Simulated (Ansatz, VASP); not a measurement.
One calculation of InP, two programs

Contents of INCAR:

```
  ALGO = Normal
  EDIFF = 1E-6
  EDIFFG = -0.02
  ENCUT = 520
  GGA = PE
  IBRION = 2
  ISIF = 2
  ISMEAR = -1
  LASPH = True
  LCHARG = False
  LREAL = False
  LWAVE = False
  NELM = 60
  NSW = 80
  PREC = Accurate
  SIGMA = 0.02
```

Contents of KPOINTS:

```
k-points
0
Gamma
  13 13 13
```

Contents of POSCAR:

```
InP
1.0
    0.0000000000      2.9343500000      2.8756630000
    2.9343500000      0.0000000000      2.8756630000
    2.9343500000      2.9343500000      0.0000000000
In P
1 1
Direct
    0.0000000000      0.0000000000      0.0000000000
    0.2500000000      0.2500000000      0.2500000000
```

Input for Ansatz:

```yaml
crystal:
  lattice:
    - [0.0, 2.93435, 2.875663]
    - [2.93435, 0.0, 2.875663]
    - [2.93435, 2.93435, 0.0]
  atoms:
    - { symbol: In, position: [0.0, 0.0, 0.0] }
    - { symbol: P, position: [0.25, 0.25, 0.25] }
kpoints:
  mp_grid: { grid: [13, 13, 13] }
scf:
  occupations: { method: fermi_dirac, width: 0.02 }
hamiltonian:
  xc: pbe
  pseudopotentials: { kind: paw }
output:
  forces: true
  stress: true
  populations: true
  efg: { quadrupole_moments_barn: { In: 0.772 }, contact_densities: true }
  write_density: true
  write_potential: true
  elf: true
  volumetric_format: npy
relax:
  f_tol: 0.02
  max_steps: 60
```

Change from the starting cell: z stretched by -2 %, ions relaxed.

Alike in both runs: task relaxation of the atoms; functional PBE; k mesh 13 × 13 × 13; occupations fermi-dirac, width 0.02 eV; no spin polarisation.

|  | VASP | Ansatz |
| --- | --- | --- |
| version | VASP 6.6.1 | Ansatz 0.2.0 |
| potentials or method | VASP PAW PBE potentials, release 64 (In_d, P) | plane-wave PAW, scalar-relativistic |
| plane-wave cutoff (eV) | 520 | 420 |
| valence electrons in the cell | 18 | 18 |

```csv
,VASP,Ansatz,Ansatz less VASP
"gap on the k mesh at the Fermi level, each at its own relaxed structure (eV)",0.74,0.74,+0.003
```

Ansatz's warnings: stress scf threshold loose.

Noted on VASP's run: the relaxation stopped at its first step, so nothing moved.
